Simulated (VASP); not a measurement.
# WSe2 in VASP: further runs

The runs below take WSe2 through single point, with PBE+D3(BJ).

Program: VASP 6.6.1. These are calculated values, not measurements. Logs are shortened: lines on timing, memory, paths and dates and some standing lists are left out, and cuts for length are marked.

### Step 1. The cell of the first run

The cell holds a slab with vacuum, 6 atoms: a = 3.285 Å, b = 3.285 Å, c = 24.239 Å, α = 90.00°, β = 90.00°, γ = 120.00°.

### Step 2. Single point, PBE+D3(BJ)

INCAR

```
PREC = Accurate
ENCUT = 520
EDIFF = 1E-6
ISMEAR = 0
SIGMA = 0.05
LREAL = False
LASPH = True
NELM = 80
ALGO = Normal
ISIF = 2
LWAVE = False
LCHARG = False
LDIPOL = True
IDIPOL = 3
DIPOL = 0.5 0.5 0.399
GGA = PE
IVDW = 12
NBANDS = 35
```

KPOINTS

```
regular mesh
0
Gamma
  9 9 1
```

POSCAR

```
WSe2
1.0
    3.2854929709      0.0000000000      0.0000000000
   -1.6427464855      2.8453203767      0.0000000000
    0.0000000000      0.0000000000     24.2386466774
Se W
4 2
Direct
    0.3333333333      0.6666666667      0.1856539294
    0.3333333333      0.6666666667      0.3246601777
    1.0000000000      0.0000000000      0.4735958856
    1.0000000000      0.0000000000      0.6126021339
    0.6666666667      0.3333333333      0.2551570536
    1.3333333333     -0.3333333333      0.5430990097
```

Potentials or basis: VASP PAW PBE potentials, release 64 (Se, W_sv).

Started as:

```console
cat potpaw_PBE.64/Se/POTCAR potpaw_PBE.64/W_sv/POTCAR > POTCAR
mpirun -np 1 vasp_std > vasp.out
```

OUTCAR:

```text
PREC = Accurate
   ENCUT = 520
   EDIFF = 1E-6
   ISMEAR = 0
   LREAL = False
   LASPH = True
   NELM = 80
   ISIF = 2
   GGA = PE
   IVDW = 12
 IVDW          = 12

 ion  position               nearest neighbor table
   1  0.333  0.667  0.186-   5 2.54   5 2.54   5 2.54
   2  0.333  0.667  0.325-   5 2.54   5 2.54   5 2.54
   3  0.000  0.000  0.474-   6 2.54   6 2.54   6 2.54
   4  0.000  0.000  0.613-   6 2.54   6 2.54   6 2.54
   5  0.667  0.333  0.255-   2 2.54   2 2.54   2 2.54   1 2.54   1 2.54   1 2.54
   6  0.333  0.667  0.543-   3 2.54   3 2.54   3 2.54   4 2.54   4 2.54   4 2.54

  LATTYP: Found a hexagonal cell.
 ALAT       =     3.2854929709
 C/A-ratio  =     7.3774763459

  Lattice vectors:

 A1 = (   3.2854929709,   0.0000000000,   0.0000000000)
 A2 = (  -1.6427464855,   2.8453203767,   0.0000000000)
 A3 = (   0.0000000000,   0.0000000000,  24.2386466774)

Analysis of symmetry for initial positions (statically):
=====================================================================
 Subroutine PRICEL returns:
 Original cell was already a primitive cell.

 Routine SETGRP: Setting up the symmetry group for a
 hexagonal supercell.

 Subroutine GETGRP returns: Found  6 space group operations
 (whereof  6 operations were pure point group operations)
 out of a pool of 24 trial point group operations.

The static configuration has the point symmetry C_3v.

Analysis of symmetry for dynamics (positions and initial velocities):
=====================================================================
 Subroutine PRICEL returns:
 Original cell was already a primitive cell.

 Routine SETGRP: Setting up the symmetry group for a
 hexagonal supercell.

 Subroutine GETGRP returns: Found  6 space group operations
 (whereof  6 operations were pure point group operations)
 out of a pool of 24 trial point group operations.

The dynamic configuration has the point symmetry C_3v.

 Subroutine INISYM returns: Found  6 space group operations
 (whereof  6 operations are pure point group operations),
 and found     1 'primitive' translations

----------------------------------------------------------------------------------------

                                     Primitive cell

  volume of cell :     226.5897

  direct lattice vectors                    reciprocal lattice vectors
     3.285492971  0.000000000  0.000000000     0.304368327  0.175727136  0.000000000
    -1.642746486  2.845320377  0.000000000     0.000000000  0.351454271  0.000000000
     0.000000000  0.000000000 24.238646677     0.000000000  0.000000000  0.041256429

  length of vectors
     3.285492971  3.285492971 24.238646677     0.351454271  0.351454271  0.041256429

  position of ions in fractional coordinates (direct lattice)
     0.333333333  0.666666667  0.185653929
     0.333333333  0.666666667  0.324660178
     0.000000000  0.000000000  0.473595886
     0.000000000  0.000000000  0.612602134
     0.666666667  0.333333333  0.255157054
     0.333333333  0.666666667  0.543099010

  ion indices of the primitive-cell ions
   primitive index   ion index
                 1           1
                 2           2
                 3           3
                 4           4
                 5           5
                 6           6

----------------------------------------------------------------------------------------

 KPOINTS: regular mesh

Automatic generation of k-mesh.
 Grid dimensions read from file:
 generate k-points for:    9    9    1

 Generating k-lattice:

  Cartesian coordinates                     Fractional coordinates (reciprocal lattice)
     0.033818703  0.019525237  0.000000000     0.111111111  0.000000000  0.000000000
     0.000000000  0.039050475  0.000000000     0.000000000  0.111111111  0.000000000
     0.000000000  0.000000000  0.041256429     0.000000000  0.000000000  1.000000000

  Length of vectors
     0.039050475  0.039050475  0.041256429

  Shift w.r.t. Gamma in fractional coordinates (k-lattice)
     0.000000000  0.000000000  0.000000000

 Subroutine IBZKPT returns following result:
 ===========================================

 Found     12 irreducible k-points:

 Following reciprocal coordinates:
            Coordinates               Weight
  0.000000  0.000000  0.000000      1.000000
  0.111111 -0.000000  0.000000      6.000000
  0.222222  0.000000  0.000000      6.000000
  0.333333 -0.000000  0.000000      6.000000
  0.444444  0.000000  0.000000      6.000000
  0.111111  0.111111  0.000000      6.000000
  0.222222  0.111111  0.000000     12.000000
  0.333333  0.111111  0.000000     12.000000
  0.444444  0.111111  0.000000      6.000000
  0.222222  0.222222  0.000000      6.000000
  0.333333  0.222222  0.000000     12.000000
  0.333333  0.333333  0.000000      2.000000
   k-points           NKPTS =     12   k-points in BZ     NKDIM =     12   number of bands    NBANDS=     35
   number of dos      NEDOS =    301   number of ions     NIONS =      6
   total plane-waves  NPLWV = 103680
   dimension x,y,z NGX =    24 NGY =   24 NGZ =  180
   dimension x,y,z NGXF=    48 NGYF=   48 NGZF=  360
   ions per type =               4   2
   NGX,Y,Z   is equivalent  to a cutoff of  12.14, 12.14, 12.35 a.u.
   NGXF,Y,Z  is equivalent  to a cutoff of  24.29, 24.29, 24.69 a.u.
 SYSTEM =  unknown system
   PREC   = accura    normal or accurate (medium, high low for compatibility)
   ISTART =      0    job   : 0-new  1-cont  2-samecut
   ICHARG =      2    charge: 1-file 2-atom 10-const
   ISPIN  =      1    spin polarized calculation?
   LNONCOLLINEAR =      F non collinear calculations
   LSORBIT =      F    spin-orbit coupling
   LASPH  =      T    aspherical Exc in radial PAW
   ENCUT  =  520.0 eV  38.22 Ry    6.18 a.u.   6.11  6.11 45.07*2*pi/ulx,y,z
   NELM   =     80;   NELMIN=  2; NELMDL= -5     # of ELM steps
   EDIFF  = 0.1E-05   stopping-criterion for ELM
   LREAL  =      F    real-space projection
   EDIFFG = 0.1E-04   stopping-criterion for IOM
   NSW    =      0    number of steps for IOM
   IBRION =     -1    ionic relax: 0-MD 1-quasi-New 2-CG
   NFREE  =      0    steps in history (QN), initial steepest desc. (CG)
   ISIF   =      2    stress and relaxation
   ISYM   =      2    0-nonsym 1-usesym 2-fastsym
   POTIM  = 0.5000    time-step for ionic-motion
   TEBEG  =    0.0;   TEEND  =   0.0 temperature during run
   PSTRESS=    0.0 pullay stress
   NELECT =      52.0000    total number of electrons
   NUPDOWN=      -1.0000    fix difference up-down
   EMIN   =  10.00;   EMAX   =-10.00  energy-range for DOS
   EFERMI =   0.00;   METHOD = LEGACY
   ISMEAR =     0;   SIGMA  =   0.05  broadening in eV -4-tet -1-fermi 0-gaus
   EFERMI_NEDOS =   21; number of points for ismear=-14 and -15
   IALGO  =     38    algorithm
   IMIX   =      4    mixing-type and parameters
     AMIX     =   0.40;   BMIX     =  1.00
     AMIX_MAG =   1.60;   BMIX_MAG =  1.00
  volume/ion in A,a.u.               =      37.76       254.85
  Fermi-wavevector in a.u.,A,eV,Ry     =   1.002296  1.894064 13.668371  1.004597
  Thomas-Fermi vector in A             =   2.134774
   LORBIT       =      0    0 simple, 1 ext, 2 COOP (PROOUT), +10 PAW based schemes
   GGA     = PE    functional components
   LHFCALC =     F    Hartree Fock is set to
   AEXX    =    0.0000 exact exchange contribution
   IVDW    =    12    specifies the selected vdW correction
   LEPSILON=     F    determine dielectric tensor
   LRPA    =     F    only Hartree local field effects (RPA)
 non-spin polarized calculation
 Gauss-broadening in eV      SIGMA  =   0.05
  energy-cutoff  :      520.00
  volume of cell :      226.59
 maximum number of plane-waves:      6144
   NGX = 13   NGY = 13   NGZ = 91

 dipolmoment           0.000000      0.000000      0.000282 electrons x Angstroem

 number of electron      51.9999994 magnetization

 dipolmoment           0.000000      0.000000     -0.001029 electrons x Angstroem

 Free energy of the ion-electron system (eV)
  ---------------------------------------------------
  ext. energy  EPLUGINS =         0.00000000
  ---------------------------------------------------
  free energy    TOTEN  =       -43.21626965 eV

  energy without entropy =      -43.21626965  energy(sigma->0) =      -43.21626965

 E-fermi :   1.1233     XC(G=0):  -6.2754

 val. band max:        0.8662087743   @ k =   0.3333   0.3333   0.0000
 cond. band min:       2.4373611525   @ k =   0.2222   0.1111   0.0000
 fundamental gap:      1.5711523782
 Fermi energy:         1.1232590993

 k-point     1 :       0.0000    0.0000    0.0000
  band No.  band energies     occupation
      1     -73.1916      2.00000
      2     -73.1727      2.00000
      3     -37.4375      2.00000
      4     -37.4182      2.00000
      5     -37.3030      2.00000
      6     -37.3030      2.00000
[... 27 lines left out ...]
     34       4.0223      0.00000
     35       5.1800      0.00000

 k-point     2 :       0.1111   -0.0000    0.0000
  band No.  band energies     occupation
      1     -73.1904      2.00000
      2     -73.1715      2.00000
      3     -37.4322      2.00000
      4     -37.4129      2.00000
      5     -37.3308      2.00000
      6     -37.3121      2.00000
[... 27 lines left out ...]
     34       4.1695      0.00000
     35       5.6017      0.00000

 k-point     3 :       0.2222    0.0000    0.0000
  band No.  band energies     occupation
      1     -73.1873      2.00000
      2     -73.1684      2.00000
      3     -37.4189      2.00000
      4     -37.4005      2.00000
      5     -37.3995      2.00000
      6     -37.3818      2.00000
[... 27 lines left out ...]
     34       4.7363      0.00000
     35       6.2650      0.00000

 k-point     4 :       0.3333   -0.0000    0.0000
  band No.  band energies     occupation
      1     -73.1838      2.00000
      2     -73.1648      2.00000
      3     -37.4787      2.00000
      4     -37.4600      2.00000
      5     -37.4036      2.00000
      6     -37.3843      2.00000
[... 27 lines left out ...]
     34       5.1418      0.00000
     35       6.7627      0.00000

 k-point     5 :       0.4444    0.0000    0.0000
  band No.  band energies     occupation
      1     -73.1815      2.00000
      2     -73.1625      2.00000
      3     -37.5291      2.00000
      4     -37.5104      2.00000
      5     -37.3937      2.00000
      6     -37.3743      2.00000
[... 27 lines left out ...]
     34       5.3116      0.00000
     35       5.4791      0.00000

 k-point     6 :       0.1111    0.1111    0.0000
  band No.  band energies     occupation
      1     -73.1882      2.00000
      2     -73.1693      2.00000
      3     -37.4229      2.00000
      4     -37.4036      2.00000
      5     -37.3771      2.00000
      6     -37.3584      2.00000
[... 27 lines left out ...]
     34       4.6494      0.00000
     35       6.0889      0.00000

 k-point     7 :       0.2222    0.1111    0.0000
  band No.  band energies     occupation
      1     -73.1849      2.00000
      2     -73.1660      2.00000
      3     -37.4453      2.00000
      4     -37.4266      2.00000
      5     -37.4086      2.00000
      6     -37.3893      2.00000
[... 27 lines left out ...]
     34       5.1020      0.00000
     35       6.9032      0.00000

 k-point     8 :       0.3333    0.1111    0.0000
  band No.  band energies     occupation
      1     -73.1820      2.00000
      2     -73.1631      2.00000
      3     -37.5043      2.00000
      4     -37.4856      2.00000
      5     -37.3960      2.00000
      6     -37.3767      2.00000
[... 27 lines left out ...]
     34       5.1622      0.00000
     35       6.4187      0.00000

 k-point     9 :       0.4444    0.1111    0.0000
  band No.  band energies     occupation
      1     -73.1809      2.00000
      2     -73.1619      2.00000
      3     -37.5273      2.00000
      4     -37.5086      2.00000
      5     -37.3910      2.00000
      6     -37.3756      2.00000
[... 27 lines left out ...]
     34       4.9911      0.00000
     35       5.4959      0.00000

 k-point    10 :       0.2222    0.2222    0.0000
  band No.  band energies     occupation
      1     -73.1822      2.00000
      2     -73.1633      2.00000
      3     -37.4832      2.00000
      4     -37.4645      2.00000
      5     -37.3969      2.00000
      6     -37.3830      2.00000
[... 27 lines left out ...]
     34       5.3865      0.00000
     35       7.3592      0.00000

 k-point    11 :       0.3333    0.2222    0.0000
  band No.  band energies     occupation
      1     -73.1805      2.00000
      2     -73.1615      2.00000
      3     -37.5014      2.00000
      4     -37.4827      2.00000
      5     -37.4131      2.00000
      6     -37.3944      2.00000
[... 27 lines left out ...]
     34       5.5579      0.00000
     35       6.2988      0.00000

 k-point    12 :       0.3333    0.3333    0.0000
  band No.  band energies     occupation
      1     -73.1799      2.00000
      2     -73.1609      2.00000
      3     -37.4775      2.00000
      4     -37.4588      2.00000
      5     -37.4540      2.00000
      6     -37.4353      2.00000
[... 27 lines left out ...]
     34       5.8308      0.00000
     35       6.4902      0.00000

------------------------ aborting loop because EDIFF is reached ----------------------------------------

 vacuum level on the upper side and lower side of the slab       (xc-potential included)        -0.135        -0.114

 Edisp (eV)   -2.30345

 E8    (eV) :    -1.0590

  FORCE on cell =-STRESS in cart. coord.  units (eV):
  Direction    XX          YY          ZZ          XY          YZ          ZX
  --------------------------------------------------------------------------------------
  -------------------------------------------------------------------------------------
  Total       0.00321     0.00321    -0.41751    -0.00000     0.00000     0.00000
  in kB       0.02267     0.02267    -2.95217    -0.00000     0.00000     0.00000
  external pressure =       -0.97 kB  Pullay stress =        0.00 kB

 VOLUME and BASIS-vectors are now :
 -----------------------------------------------------------------------------
  energy-cutoff  :      520.00
  volume of cell :      226.59
      direct lattice vectors                 reciprocal lattice vectors
     3.285492971  0.000000000  0.000000000     0.304368327  0.175727136  0.000000000
    -1.642746486  2.845320377  0.000000000     0.000000000  0.351454271  0.000000000
     0.000000000  0.000000000 24.238646677     0.000000000  0.000000000  0.041256429

 POSITION                                       TOTAL-FORCE (eV/Angst)
 -----------------------------------------------------------------------------------
     -0.00000      1.89688      4.50000         0.000000      0.000000     -0.039727
     -0.00000      1.89688      7.86932        -0.000000      0.000000      0.133819
      0.00000      0.00000     11.47932         0.000000      0.000000     -0.138813
      0.00000      0.00000     14.84865        -0.000000      0.000000      0.037073
      1.64275      0.94844      6.18466        -0.000000     -0.000000      0.042619
     -0.00000      1.89688     13.16399        -0.000000     -0.000000     -0.034972
 -----------------------------------------------------------------------------------
    total drift:                               -0.000000      0.000000     -0.000446

  FREE ENERGIE OF THE ION-ELECTRON SYSTEM (eV)
  ---------------------------------------------------
  free  energy   TOTEN  =       -45.5197231708 eV

  energy  without entropy=      -45.5197231708  energy(sigma->0) =      -45.51972317

 vacuum level on the upper side and lower side of the slab         5.789         5.811
```

Wall time 72 s (1 thread of Intel Xeon 6975P-C (Granite Rapids), shared host); peak memory 0.35 GiB.

What came out:

| Item | Value |
| --- | --- |
| Free energy | -45.5197 eV |
| Largest force | 0.139 eV/Å |
| Band gap on the k mesh | 1.57 eV, indirect (least direct gap 1.65 eV) |
| Dispersion energy per atom | -0.384 eV |

Forces on the atoms (eV/Å):
```
Se   0.000  0.000 -0.040
Se   0.000  0.000  0.134
Se   0.000  0.000 -0.139
Se   0.000  0.000  0.037
W    0.000  0.000  0.043
W    0.000  0.000 -0.035
```

Caveat: spin-orbit coupling is left out, which moves the levels of the heavy elements.

[end of part 1 of 3]
